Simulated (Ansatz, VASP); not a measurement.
# One calculation of Mg2ZnO3, two programs

```xyz
6
Lattice="2.9912 0.0000 0.0000 -1.4956 2.5905 0.0000 0.0000 0.0000 7.3061" Properties=species:S:1:pos:R:3 pbc="T T T"
Mg    0.0000    1.7270    4.8653
Mg    1.4956    0.8635    2.4408
Zn    0.0000    0.0000    0.0000
O     0.0000    1.7270    1.2547
O     1.4956    0.8635    6.0514
O     0.0000    0.0000    3.6531
```

Alike in both runs: task single point; functional r2SCAN; k mesh 6 × 6 × 2; no spin polarisation.

|  | VASP | Ansatz |
| --- | --- | --- |
| version | VASP 6.6.1 | Ansatz 0.2.0 |
| potentials or method | VASP PAW PBE potentials, release 64 (Mg, Zn, O) | plane waves, PAW |
| plane-wave cutoff (eV) | 520 | 500 |
| occupations | gaussian, width 0.01 eV | fixed |
| valence electrons in the cell | 34 | 50 |

|  | VASP | Ansatz | Ansatz less VASP |
| --- | --- | --- | --- |
| gap on the k mesh at the Fermi level (eV) | 3.87 | 3.90 | +0.021 |
| pressure (GPa) | -0.3 | 0.0 | +0.29 |
| traceless stress, the component that is largest in VASP (GPa) | 0.07 | 0.00 | -0.070 |
| rms of the force components (eV/Å) | 0.035 | 0.000 | -0.0346 |

VASP's potentials were made for PBE, not for r2SCAN. Atom by atom the forces differ by 0.035 eV/Å (rms over components). VASP's potentials hold 34 valence electrons a cell and Ansatz's 50, so a difference there can come from the potentials and not from the codes.

The k mesh is coarse, so the values compare programs but aren't converged.
